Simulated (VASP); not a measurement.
# H10CO5 in VASP: notebook

Runs on H10CO5. Level: PBE. Tasks: single point.

Program: VASP 6.6.1. These are calculated values, not measurements. Logs are shortened: lines on timing, memory, paths and dates and some standing lists are left out, and cuts for length are marked.

## 1. The cell of the first run

The cell holds an amorphous packing of atoms, 16 atoms: a = 5.657 Å, b = 5.657 Å, c = 5.657 Å, α = 90.00°, β = 90.00°, γ = 90.00°.

## 2. Single point, PBE

The input, INCAR:

```
ALGO     = Normal         # electronic algorithm
EDIFF    = 1E-7           # SCF threshold, eV
ENCUT    = 520            # plane-wave cutoff, eV
GGA      = PE             # functional
ISIF     = 2              # what is computed and relaxed
ISMEAR   = -1             # smearing method
LASPH    = True           # aspherical terms in the spheres
LCHARG   = False          # write CHGCAR
LREAL    = Auto         
LWAVE    = False          # write WAVECAR
NBANDS   = 36             # bands
NELM     = 80             # most SCF steps
PREC     = Accurate       # precision mode
SIGMA    = 0.02           # smearing width, eV
```

The input, KPOINTS:

```
k-points
0
Gamma
  1 1 1
```

The input, POSCAR:

```
H10CO5
1.0
    5.6566530000      0.0000000000      0.0000000000
    0.0000000000      5.6566530000      0.0000000000
    0.0000000000      0.0000000000      5.6566530000
O H C
5 10 1
Direct
    0.7525362986     -0.0446500849      0.3574373906
    0.8492734893      0.5744539187      0.8981929804
    0.5092834492      0.3629170380      0.1835840718
    0.0962146968      0.5779685736      0.4618044963
    0.4984763500      0.9557916860      0.8900419829
    0.6758724848     -0.1133281857      0.2188479945
    0.7188037040      0.1247647185      0.3343702455
    0.9346393254      0.5353281002      0.7515177597
    0.7841104998      0.7309465240      0.8684117149
    0.6306533641      0.4397494384      0.0830545762
    0.4541271496      0.2367579961      0.0778793498
    0.2063089501      0.5124757883      0.3461914914
    0.0097812044      0.7052279113      0.3830412934
    0.3058723376      1.0088905687      0.5924041513
    0.4720497523      0.7198897017      0.6196133296
    0.4260561441      0.8934235072      0.6950078717
```

Potentials or basis: VASP PAW PBE potentials, release 64 (O, H, C).

On the command line:

```sh
$ cat potpaw_PBE.64/O/POTCAR potpaw_PBE.64/H/POTCAR potpaw_PBE.64/C/POTCAR > POTCAR
$ mpirun -np 1 vasp_gam > vasp.out
```

OUTCAR:

```text
EDIFF = 1E-7
   ENCUT = 520
   GGA = PE
   ISIF = 2
   ISMEAR = -1
   LASPH = True
   LREAL = Auto
   NELM = 80
   PREC = Accurate

 ion  position               nearest neighbor table
   1  0.753  0.955  0.357-   6 0.98   7 0.99
   2  0.849  0.574  0.898-   9 0.97   8 0.99
   3  0.509  0.363  0.184-  11 0.98  10 0.99
   4  0.096  0.578  0.462-  12 0.98  13 0.98
   5  0.498  0.956  0.890-  16 1.23
   6  0.676  0.887  0.219-   1 0.98
   7  0.719  0.125  0.334-   1 0.99
   8  0.935  0.535  0.752-   2 0.99
   9  0.784  0.731  0.868-   2 0.97
  10  0.631  0.440  0.083-   3 0.99
  11  0.454  0.237  0.078-   3 0.98
  12  0.206  0.512  0.346-   4 0.98
  13  0.010  0.705  0.383-   4 0.98
  14  0.306  0.009  0.592-  16 1.11
  15  0.472  0.720  0.620-  16 1.10
  16  0.426  0.893  0.695-  15 1.10  14 1.11   5 1.23

  LATTYP: Found a simple cubic cell.
 ALAT       =     5.6566530000

  Lattice vectors:

 A1 = (   5.6566530000,   0.0000000000,   0.0000000000)
 A2 = (   0.0000000000,   5.6566530000,   0.0000000000)
 A3 = (   0.0000000000,   0.0000000000,   5.6566530000)

Analysis of symmetry for initial positions (statically):
=====================================================================
 Subroutine PRICEL returns:
 Original cell was already a primitive cell.

 Routine SETGRP: Setting up the symmetry group for a
 simple cubic supercell.

 Subroutine GETGRP returns: Found  1 space group operations
 (whereof  1 operations were pure point group operations)
 out of a pool of 48 trial point group operations.

The static configuration has the point symmetry C_1 .

Analysis of symmetry for dynamics (positions and initial velocities):
=====================================================================
 Subroutine PRICEL returns:
 Original cell was already a primitive cell.

 Routine SETGRP: Setting up the symmetry group for a
 simple cubic supercell.

 Subroutine GETGRP returns: Found  1 space group operations
 (whereof  1 operations were pure point group operations)
 out of a pool of 48 trial point group operations.

The dynamic configuration has the point symmetry C_1 .

 Subroutine INISYM returns: Found  1 space group operations
 (whereof  1 operations are pure point group operations),
 and found     1 'primitive' translations

----------------------------------------------------------------------------------------

                                     Primitive cell

  volume of cell :     181.0000

  direct lattice vectors                    reciprocal lattice vectors
     5.656653000  0.000000000  0.000000000     0.176782985  0.000000000  0.000000000
     0.000000000  5.656653000  0.000000000     0.000000000  0.176782985  0.000000000
     0.000000000  0.000000000  5.656653000     0.000000000  0.000000000  0.176782985

  length of vectors
     5.656653000  5.656653000  5.656653000     0.176782985  0.176782985  0.176782985

  position of ions in fractional coordinates (direct lattice)
     0.752536299  0.955349915  0.357437391
     0.849273489  0.574453919  0.898192980
     0.509283449  0.362917038  0.183584072
     0.096214697  0.577968574  0.461804496
     0.498476350  0.955791686  0.890041983
     0.675872485  0.886671814  0.218847995
[... 8 lines left out ...]
     0.472049752  0.719889702  0.619613330
     0.426056144  0.893423507  0.695007872

  ion indices of the primitive-cell ions
   primitive index   ion index
                 1           1
                 2           2
                 3           3
                 4           4
                 5           5
                 6           6
[... 8 lines left out ...]
                15          15
                16          16

----------------------------------------------------------------------------------------

 KPOINTS: k-points

Automatic generation of k-mesh.
 Grid dimensions read from file:
 generate k-points for:    1    1    1

 Generating k-lattice:

  Cartesian coordinates                     Fractional coordinates (reciprocal lattice)
     0.176782985  0.000000000  0.000000000     1.000000000  0.000000000  0.000000000
     0.000000000  0.176782985  0.000000000     0.000000000  1.000000000  0.000000000
     0.000000000  0.000000000  0.176782985     0.000000000  0.000000000  1.000000000

  Length of vectors
     0.176782985  0.176782985  0.176782985

  Shift w.r.t. Gamma in fractional coordinates (k-lattice)
     0.000000000  0.000000000  0.000000000

 Subroutine IBZKPT returns following result:
 ===========================================

 Found      1 irreducible k-points:

 Following reciprocal coordinates:
            Coordinates               Weight
  0.000000  0.000000  0.000000      1.000000
   k-points           NKPTS =      1   k-points in BZ     NKDIM =      1   number of bands    NBANDS=     36
   number of dos      NEDOS =    301   number of ions     NIONS =     16
   total plane-waves  NPLWV =  74088
   dimension x,y,z NGX =    42 NGY =   42 NGZ =   42
   dimension x,y,z NGXF=    84 NGYF=   84 NGZF=   84
   ions per type =               5  10   1
   NGX,Y,Z   is equivalent  to a cutoff of  12.34, 12.34, 12.34 a.u.
   NGXF,Y,Z  is equivalent  to a cutoff of  24.69, 24.69, 24.69 a.u.
 SYSTEM =  unknown system
   PREC   = accura    normal or accurate (medium, high low for compatibility)
   ISTART =      0    job   : 0-new  1-cont  2-samecut
   ICHARG =      2    charge: 1-file 2-atom 10-const
   ISPIN  =      1    spin polarized calculation?
   LNONCOLLINEAR =      F non collinear calculations
   LSORBIT =      F    spin-orbit coupling
   LASPH  =      T    aspherical Exc in radial PAW
   ENCUT  =  520.0 eV  38.22 Ry    6.18 a.u.  10.52 10.52 10.52*2*pi/ulx,y,z
   NELM   =     80;   NELMIN=  2; NELMDL= -5     # of ELM steps
   EDIFF  = 0.1E-06   stopping-criterion for ELM
   LREAL  =      T    real-space projection
   EDIFFG = 0.1E-05   stopping-criterion for IOM
   NSW    =      0    number of steps for IOM
   IBRION =     -1    ionic relax: 0-MD 1-quasi-New 2-CG
   NFREE  =      0    steps in history (QN), initial steepest desc. (CG)
   ISIF   =      2    stress and relaxation
   ISYM   =      2    0-nonsym 1-usesym 2-fastsym
   POTIM  = 0.5000    time-step for ionic-motion
   TEBEG  =    0.0;   TEEND  =   0.0 temperature during run
   PSTRESS=    0.0 pullay stress
   NELECT =      44.0000    total number of electrons
   NUPDOWN=      -1.0000    fix difference up-down
   EMIN   =  10.00;   EMAX   =-10.00  energy-range for DOS
   EFERMI =   0.00;   METHOD = LEGACY
   ISMEAR =    -1;   SIGMA  =   0.02  broadening in eV -4-tet -1-fermi 0-gaus
   EFERMI_NEDOS =   21; number of points for ismear=-14 and -15
   IALGO  =     38    algorithm
   IMIX   =      4    mixing-type and parameters
     AMIX     =   0.40;   BMIX     =  1.00
     AMIX_MAG =   1.60;   BMIX_MAG =  1.00
  volume/ion in A,a.u.               =      11.31        76.34
  Fermi-wavevector in a.u.,A,eV,Ry     =   1.021722  1.930775 14.203344  1.043916
  Thomas-Fermi vector in A             =   2.155362
   LORBIT       =      0    0 simple, 1 ext, 2 COOP (PROOUT), +10 PAW based schemes
   GGA     = PE    functional components
   LHFCALC =     F    Hartree Fock is set to
   AEXX    =    0.0000 exact exchange contribution
   IVDW    =     0    specifies the selected vdW correction
   LEPSILON=     F    determine dielectric tensor
   LRPA    =     F    only Hartree local field effects (RPA)
 non-spin polarized calculation
  energy-cutoff  :      520.00
  volume of cell :      181.00
 maximum number of plane-waves:      2473
 NGX is ok and might be reduce to    42
   NGX = 21   NGY = 21   NGZ = 21

 number of electron      44.0000003 magnetization

 Free energy of the ion-electron system (eV)
  ---------------------------------------------------
  ext. energy  EPLUGINS =         0.00000000
  ---------------------------------------------------
  free energy    TOTEN  =       -80.84041506 eV

  energy without entropy =      -80.84041506  energy(sigma->0) =      -80.84041506

 E-fermi :  -3.0779     XC(G=0):  -6.5493

 val. band max:       -3.6352498348   @ k =   0.0000   0.0000   0.0000
 cond. band min:       0.4614885793   @ k =   0.0000   0.0000   0.0000
 fundamental gap:      4.0967384140
 Fermi energy:        -3.0778697134

 k-point     1 :       0.0000    0.0000    0.0000
  band No.  band energies     occupation
      1     -23.8944      2.00000
      2     -22.4408      2.00000
      3     -22.1595      2.00000
      4     -21.8930      2.00000
      5     -21.7978      2.00000
      6     -12.7884      2.00000
[... 26 lines left out ...]
     33       7.8456      0.00000
     34       7.9990      0.00000
 [bands above 34 left out]

------------------------ aborting loop because EDIFF is reached ----------------------------------------

  FORCE on cell =-STRESS in cart. coord.  units (eV):
  Direction    XX          YY          ZZ          XY          YZ          ZX
  --------------------------------------------------------------------------------------
  -------------------------------------------------------------------------------------
  Total       -0.1490972      0.5007863     -0.3570893      0.5051257     -0.0551275      0.8311417
  in kB       -1.3197801      4.4328640     -3.1608857      4.4712752     -0.4879777      7.3571065
  external PRESSURE =      -0.0159339 kB  Pullay stress =       0.0000000 kB

 VOLUME and BASIS-vectors are now :
 -----------------------------------------------------------------------------
  energy-cutoff  :      520.00
  volume of cell :      181.00
      direct lattice vectors                 reciprocal lattice vectors
     5.656653000  0.000000000  0.000000000     0.176782985  0.000000000  0.000000000
     0.000000000  5.656653000  0.000000000     0.000000000  0.176782985  0.000000000
     0.000000000  0.000000000  5.656653000     0.000000000  0.000000000  0.176782985

 POSITION                                       TOTAL-FORCE (eV/Angst)
 -----------------------------------------------------------------------------------
      4.25684      5.40408      2.02190         0.028010     -0.066502      0.048437
      4.80405      3.24949      5.08077         0.024806     -0.025410     -0.022167
      2.88084      2.05290      1.03847         0.004217      0.010905      0.028169
      0.54425      3.26937      2.61227        -0.071108     -0.020265      0.180676
      2.81971      5.40658      5.03466         0.061346      0.094889      0.280341
      3.82318      5.01559      1.23795        -0.025031     -0.046140     -0.048421
[... 8 lines left out ...]
      2.67022      4.07217      3.50494        -0.013986     -0.057141      0.013356
      2.41005      5.05379      3.93142         0.006697     -0.042992     -0.254518
 -----------------------------------------------------------------------------------
    total drift:                               -0.008032      0.014776      0.007611

  FREE ENERGIE OF THE ION-ELECTRON SYSTEM (eV)
  ---------------------------------------------------
  free  energy   TOTEN  =       -80.8404150582 eV

  energy  without entropy=      -80.8404150582  energy(sigma->0) =      -80.84041506
```

Wall time 19 s (1 thread of Intel Xeon Platinum 8259CL at 2.50GHz (Skylake/Cascade Lake), shared host); peak memory 0.24 GiB.

What came out:

```
Free energy            : -80.8404 eV
Pressure               : 0.0 GPa
Largest force          : 0.302 eV/Å
Band gap on the k mesh : 4.10 eV
```

Forces in eV/Å, atoms in the order of the input:
```
O    0.028 -0.067  0.048
O    0.025 -0.025 -0.022
O    0.004  0.011  0.028
O   -0.071 -0.020  0.181
O    0.061  0.095  0.280
H   -0.025 -0.046 -0.048
H   -0.026  0.114  0.009
H    0.040 -0.053  0.013
H   -0.071  0.117  0.043
H    0.067  0.083 -0.010
H   -0.065 -0.087 -0.032
H    0.142 -0.091 -0.117
H   -0.073  0.082 -0.045
H   -0.029 -0.013 -0.087
H   -0.014 -0.057  0.013
C    0.007 -0.043 -0.255
```

Caveat: the k points lie up to 1.11 Å⁻¹ apart.

## 3. Single point, PBE

The input, INCAR:

```
  PREC = Accurate
  ENCUT = 520
  EDIFF = 1E-6
  ISMEAR = -1
  SIGMA = 0.02
  LREAL = Auto
  LASPH = T
  NELM = 80
  ALGO = Normal
  ISIF = 2
  LWAVE = F
  LCHARG = F
  GGA = PE
  NBANDS = 36
```

The input, KPOINTS:

```
regular mesh
0
Gamma
  1 1 1
```

The input, POSCAR:

```
H10CO5
1.0
    5.6566530000      0.0000000000      0.0000000000
    0.0000000000      5.6566530000      0.0000000000
    0.0000000000      0.0000000000      5.6566530000
O H C
5 10 1
Direct
    0.8080396659     -0.0197113028      0.3608494281
    0.8574505100      0.5429182239      0.8601552897
    0.5511563110      0.3004603606      0.1838543039
    0.0537066707      0.5076676968      0.3868718834
    0.4877619327      0.8578040760      0.9201377564
    0.7142562925     -0.1313144009      0.2678969348
    0.7367961231      0.1110373926      0.2888457185
    0.9087352539      0.5249747510      0.7036316352
    0.8154468729      0.7156705564      0.9034317643
    0.6002135892      0.3610262111      0.0391043962
    0.4394648213      0.1704364754      0.1265235821
    0.1669538506      0.4227057944      0.3214798574
   -0.0404302686      0.5271668600      0.2582092273
    0.3408906291      1.0357538283      0.6451871805
    0.4631537413      0.7349575800      0.5959707976
    0.4395532128      0.8935672738      0.7045685850
```

Potentials or basis: VASP PAW PBE potentials, release 64 (O, H, C).

On the command line:

```sh
$ cat potpaw_PBE.64/O/POTCAR potpaw_PBE.64/H/POTCAR potpaw_PBE.64/C/POTCAR > POTCAR
$ mpirun -np 1 vasp_gam > vasp.out
```

OUTCAR:

```text
PREC = Accurate
   ENCUT = 520
   EDIFF = 1E-6
   ISMEAR = -1
   LREAL = Auto
   LASPH = T
   NELM = 80
   ISIF = 2
   GGA = PE

 ion  position               nearest neighbor table
   1  0.808  0.980  0.361-   7 0.94   6 0.98
   2  0.857  0.543  0.860-   8 0.94   9 1.04
   3  0.551  0.300  0.184-  10 0.93  11 1.02
   4  0.054  0.508  0.387-  12 0.88  13 0.91
   5  0.488  0.858  0.920-  16 1.27
   6  0.714  0.869  0.268-   1 0.98
   7  0.737  0.111  0.289-   1 0.94
   8  0.909  0.525  0.704-   2 0.94
   9  0.815  0.716  0.903-   2 1.04
  10  0.600  0.361  0.039-   3 0.93
  11  0.439  0.170  0.127-   3 1.02
  12  0.167  0.423  0.321-   4 0.88
  13  0.960  0.527  0.258-   4 0.91
  14  0.341  0.036  0.645-  16 1.03
  15  0.463  0.735  0.596-  16 1.10
  16  0.440  0.894  0.705-  14 1.03  15 1.10   5 1.27

  LATTYP: Found a simple cubic cell.
 ALAT       =     5.6566530000

  Lattice vectors:

 A1 = (   5.6566530000,   0.0000000000,   0.0000000000)
 A2 = (   0.0000000000,   5.6566530000,   0.0000000000)
[... 184 lines left out ...]
 fundamental gap:      3.4529481337
 Fermi energy:        -2.9179362275

 k-point     1 :       0.0000    0.0000    0.0000
  band No.  band energies     occupation
      1     -23.4149      2.00000
      2     -23.1610      2.00000
      3     -22.8568      2.00000
      4     -21.9921      2.00000
      5     -21.7571      2.00000
      6     -13.1876      2.00000
[... 26 lines left out ...]
     33       8.0297      0.00000
     34       8.1669      0.00000
 [bands above 34 left out]

------------------------ aborting loop because EDIFF is reached ----------------------------------------

  FORCE on cell =-STRESS in cart. coord.  units (eV):
  Direction    XX          YY          ZZ          XY          YZ          ZX
  --------------------------------------------------------------------------------------
  -------------------------------------------------------------------------------------
  Total        5.8691011      5.3382634      4.5475390     -6.1404417     -2.7018077     -0.4155877
  in kB       51.9521543     47.2532810     40.2539401    -54.3540088    -23.9158821     -3.6787025
  external PRESSURE =      46.4864584 kB  Pullay stress =       0.0000000 kB

 VOLUME and BASIS-vectors are now :
 -----------------------------------------------------------------------------
  energy-cutoff  :      520.00
  volume of cell :      181.00
      direct lattice vectors                 reciprocal lattice vectors
     5.656653000  0.000000000  0.000000000     0.176782985  0.000000000  0.000000000
     0.000000000  5.656653000  0.000000000     0.000000000  0.176782985  0.000000000
     0.000000000  0.000000000  5.656653000     0.000000000  0.000000000  0.176782985

 POSITION                                       TOTAL-FORCE (eV/Angst)
 -----------------------------------------------------------------------------------
      4.57080      5.54515      2.04120         0.674023     -2.898013      0.824379
      4.85030      3.07110      4.86560        -1.330355      1.759618      3.310822
      3.11770      1.69960      1.04000        -2.810715     -1.940865      1.430171
      0.30380      2.87170      2.18840        -1.939317      2.508365      5.157338
      2.75910      4.85230      5.20490        -0.311931      1.501493     -1.537473
      4.04030      4.91385      1.51540         0.354528     -0.697444      0.386029
[... 8 lines left out ...]
      2.61990      4.15740      3.37120         0.232576      0.233019     -0.806905
      2.48640      5.05460      3.98550         0.986472     -3.620853      3.065297
 -----------------------------------------------------------------------------------
    total drift:                                0.004519      0.001478      0.010624

  FREE ENERGIE OF THE ION-ELECTRON SYSTEM (eV)
  ---------------------------------------------------
  free  energy   TOTEN  =       -79.0386624585 eV

  energy  without entropy=      -79.0386624585  energy(sigma->0) =      -79.03866246
```

stdout:

```text
POSCAR found type information on POSCAR O H C
 POSCAR found :  3 types and      16 ions
 scaLAPACK will be used
 LDA part: xc-table for (Slater+PW92), standard interpolation
 POSCAR, INCAR and KPOINTS ok, starting setup
 FFT: planning ... GRIDC
 FFT: planning ... GRID_SOFT
 FFT: planning ... GRID
 WAVECAR not read
 entering main loop
```

Wall time 17 s (1 thread of Intel Xeon Platinum 8259CL at 2.50GHz (Skylake/Cascade Lake), shared host); peak memory 0.24 GiB.

What came out:

```
Free energy            : -79.0387 eV
Pressure               : 4.6 GPa
Largest force          : 6.476 eV/Å
Band gap on the k mesh : 3.45 eV
```

Forces in eV/Å, atoms in the order of the input:
```
O    0.674 -2.898  0.824
O   -1.330  1.760  3.311
O   -2.811 -1.941  1.430
O   -1.939  2.508  5.157
O   -0.312  1.501 -1.537
H    0.355 -0.697  0.386
H   -0.755  3.113 -0.653
H    0.767  0.292 -2.148
H    0.500 -2.346 -1.279
H    1.322  1.546 -2.516
H    1.031  0.905  0.581
H    5.091 -3.462 -2.010
H   -2.783  0.884 -3.022
H   -1.028  2.222 -0.784
H    0.233  0.233 -0.807
C    0.986 -3.621  3.065
```

Stress tensor (GPa, compression positive):
```
 5.20 -5.44 -0.37
-5.44  4.73 -2.39
-0.37 -2.39  4.03
```

Levels at points of the mesh, in eV from the valence-band top:
| k point | band 19 | band 20 | band 21 | band 22 | band 23 | band 24 | band 25 | band 26 |
| --- | --- | --- | --- | --- | --- | --- | --- | --- |
| (0.00, 0.00, 0.00) | -0.84 | -0.57 | -0.50 | 0.00 | 3.45 | 4.76 | 7.60 | 7.98 |

Caveat: the k points lie up to 1.11 Å⁻¹ apart.
